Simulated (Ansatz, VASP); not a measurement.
**TiC: VASP beside Ansatz**

```xyz
2
Lattice="0.0000 2.1856 2.1640 2.1856 0.0000 2.1640 2.1856 2.1856 0.0000" Properties=species:S:1:pos:R:3 pbc="T T T"
Ti    0.0000    0.0000    0.0000
C     2.1856    2.1856    2.1640
```

Change from the starting cell: equal xx and yy strain of +1 %, crystal datasets.

Alike in both runs: task electric field gradients; functional PBEsol; k mesh 16 × 16 × 16; occupations fermi-dirac, width 0.03 eV; no spin polarisation.

|  | VASP | Ansatz |
| --- | --- | --- |
| version | VASP 6.6.1 | Ansatz 0.2.0 |
| potentials or method | VASP PAW PBE potentials, release 64 (Ti_sv, C), cutoff 520 eV | all-electron PAW with datasets made for the crystal, scalar-relativistic |

Ansatz gave:

* pressure (GPa): -10.8
* traceless stress, the component that is largest in VASP (GPa): 2.26
* size of Vzz on the site where it differs most (V/Å²): 8.2

**Question.** Which values does VASP return?

**Answer.** Pressure (GPa): -10.5; traceless stress, the component that is largest in VASP (GPa): 2.27; size of Vzz on the site where it differs most (V/Å²): 7.7.

VASP's potentials were made for PBE, not for PBEsol. Ansatz ran all-electron here, and VASP with PAW potentials.
